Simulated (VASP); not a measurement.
Set up this calculation in VASP 6.6.1, as the native input.

```yaml
Task: electric field gradients
Functional: PBEsol
Potentials_or_basis: VASP PAW PBE potentials, release 64 (Pb_d, Se)
Cutoff: 400 eV
k_mesh: 9 × 9 × 9
Occupations: fermi-dirac, width 0.01 eV
Spin: no spin polarisation
Dipole_correction: no
Further_INCAR_settings: ALGO = Normal; EDIFF = 1e-08; NBANDS = 17
```

The structure of PbSe lies in POSCAR:

```
PbSe
1.0
    0.0918645000      3.1080822500      3.1080822500
    3.1080822500      0.0918645000      3.1080822500
    3.1080822500      3.1080822500      0.0918645000
Pb Se
1 1
Direct
    0.0000000000      0.0000000000      0.0000000000
    0.5000000000      0.5000000000      0.5000000000
```

This cell differs from its parent crystal: equal xy, yz and zx shear strains of +3 %.

One way to write it, as run:

INCAR

```
SYSTEM = PbSe
  PREC = Accurate
  ENCUT = 400
  EDIFF = 1E-8
  ISMEAR = -1
  SIGMA = 0.01
  LREAL = .False.
  LASPH = .True.
  NELM = 120
  ALGO = Normal
  ISIF = 2
  LWAVE = .False.
  LCHARG = .False.
  GGA = PS
  LEFG = .True.
  NBANDS = 17
  GGA_COMPAT = .False.
```

KPOINTS

```
Automatic mesh
0
Gamma
  9 9 9
  0 0 0
```

Potentials or basis: VASP PAW PBE potentials, release 64 (Pb_d, Se).

Run with:

```console
$ cat potpaw_PBE.64/Pb_d/POTCAR potpaw_PBE.64/Se/POTCAR > POTCAR
$ mpirun -np 1 vasp_std > vasp.out
```

It gave:

```yaml
Pressure: -0.6 GPa
Band_gap_on_the_k_mesh: 0.38 eV (least direct gap 0.62 eV)
Largest_electric_field_gradient_by_atom: Pb -5.4; Se +20.4 V/Å²
```

Caveat: the cell differs from its parent crystal (equal xy, yz and zx shear strains of +3 %); without QUAD_EFG the Cq values of the log hold for a quadrupole moment of 1 mb, not for the nuclei; the PAW data sets were made with another functional, which shifts forces and pressure a little; spin-orbit coupling is left out, which moves the levels of the heavy elements; an odd mesh through Γ misses points on the zone boundary, where band edges can lie.

It took 120 s on 1 thread of Intel Xeon 8259CL (shared host), peak memory 0.21 GiB.
